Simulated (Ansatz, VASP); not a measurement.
**MnHg in VASP and in Ansatz**

INCAR

```
SYSTEM = MnHg
ALGO = Normal ; EDIFF = 1E-8
ENCUT = 520 ; GGA = PE
ISIF = 2 ; ISMEAR = -1
ISPIN = 2 ; LASPH = .True.
LCHARG = .False. ; LEFG = .True.
LMAXMIX = 4 ; LORBIT = 11
LREAL = .False. ; LWAVE = .False.
MAGMOM = 4 0 ; NBANDS = 24
NELM = 150 ; PREC = Accurate
SIGMA = 0.08
```

The input KPOINTS:

```
k-points
0
Gamma
  10 10 10
  0 0 0
```

The input POSCAR:

```
MnHg
1.0
    3.2479036157      0.0000000000      0.0000000000
    0.0000000000      3.2479036157      0.0000000000
    0.0000000000      0.0000000000      3.2479036157
Mn Hg
1 1
Direct
    0.5000000000      0.5000000000      0.5000000000
    0.0000000000      0.0000000000      0.0000000000
```

Input for Ansatz:

```yaml
crystal:
  lattice:
    - [3.2479036157, 0.0, 0.0]
    - [0.0, 3.2479036157, 0.0]
    - [0.0, 0.0, 3.2479036157]
  atoms:
    - { symbol: Mn, position: [0.5, 0.5, 0.5], spin: 4.0 }
    - { symbol: Hg, position: [0.0, 0.0, 0.0] }
magnetization:
  spin_polarized: true
kpoints:
  mp_grid: { grid: [10, 10, 10] }
scf:
  occupations: { method: fermi_dirac, width: 0.08 }
hamiltonian:
  xc: pbe
  pseudopotentials: { kind: paw }
output:
  forces: true
  stress: true
  eigenvalues: true
  efg: { contact_densities: true }
```

Change from the starting cell: volume scaled by 0.9405, PAW files.

Alike in both runs: task electric field gradients; functional PBE; k mesh 10 × 10 × 10; occupations fermi-dirac, width 0.08 eV; collinear spin.

```csv
,VASP,Ansatz
version,VASP 6.6.1,Ansatz 0.2.0
potentials or method,"VASP PAW PBE potentials, release 64 (Mn_pv, Hg)","PAW with Ansatz's default frozen-core files, scalar-relativistic"
plane-wave cutoff (eV),520,420
valence electrons in the cell,25,35
```

```tsv
	VASP	Ansatz	Ansatz less VASP
pressure (GPa)	6.5	5.9	-0.62
net moment per atom (μB)	1.89	1.88	-0.003
size of the moment on the site where the two differ most (μB)	0.06	0.02	-0.037
```

Site moments also hang on the region over which each program counts them. With one functional, cell and mesh, what is left measures potentials, basis and numerics. VASP's potentials hold 25 valence electrons a cell and Ansatz's 35, so a difference there can come from the potentials and not from the codes.

Spin-orbit coupling is off throughout.
